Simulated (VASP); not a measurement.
Set up this calculation in VASP 6.6.1, as the native input.

```yaml
Task: relaxation of cell and atoms
Functional: LDA
Potentials_or_basis: VASP PAW LDA potentials, release 64 (Sn_d, O)
Cutoff: 600 eV
k_mesh: 5 × 3 × 4
Occupations: gaussian, width 0.01 eV
Spin: no spin polarisation
Dipole_correction: no
Further_INCAR_settings: ALGO = Normal; EDIFF = 1e-06; IBRION = 2; EDIFFG = -0.01; NSW = 60; ISIF = 3
```

The structure of SnO lies in POSCAR:

```
SnO
1.0
    3.3550050000      0.0000000000      0.0000000000
    0.0000000000      5.6741040000      0.0000000000
    0.0000000000      0.0000000000      4.2219700000
Sn O
2 2
Direct
    0.0000000000      0.2319090000      0.5131440000
    0.5000000000      0.7680910000      0.0131440000
    0.0000000000      0.8912500000      0.7368570000
    0.5000000000      0.1087500000      0.2368570000
```

These files were run (other wordings do the same):

INCAR

```
SYSTEM = SnO
PREC = Accurate ; ENCUT = 600
EDIFF = 1E-6 ; ISMEAR = 0
SIGMA = 0.01 ; LREAL = .FALSE.
LASPH = .TRUE. ; NELM = 60
ALGO = Normal ; ISIF = 3
LWAVE = .FALSE. ; LCHARG = .FALSE.
GGA = CA ; IBRION = 2
NSW = 60 ; EDIFFG = -0.01
```

KPOINTS

```
regular mesh
0
G
  5 3 4
  0 0 0
```

Potentials or basis: VASP PAW LDA potentials, release 64 (Sn_d, O).

The run is started by

```bash
$ cat potpaw_LDA.64/Sn_d/POTCAR potpaw_LDA.64/O/POTCAR > POTCAR
$ mpirun -np 1 vasp_std > vasp.out
```

It gave:

```json
{
 "Relaxed volume": "17.10 Å³/atom",
 "Relaxed cell": "a = 3.304 Å, b = 5.683 Å, c = 3.642 Å, α = 90.00°, β = 90.00°, γ = 90.00°",
 "Space group after relaxing (to 0.05 Å)": "Pmn2_1 (No. 31)",
 "Energy gained by relaxing": "34.6 meV/atom",
 "Ionic steps": "38",
 "Pressure after relaxing": "0.1 GPa",
 "Largest force after relaxing": "0.008 eV/Å",
 "Band gap on the k mesh": "1.44 eV, indirect (least direct gap 2.23 eV)"
}
```

Caveat: spin-orbit coupling is left out, which moves the levels of the heavy elements.

Wall time 7.9 min on 1 thread of AMD EPYC 9R45 96-Core Processor (Zen 5), with other jobs on the host, peak memory 0.18 GiB.
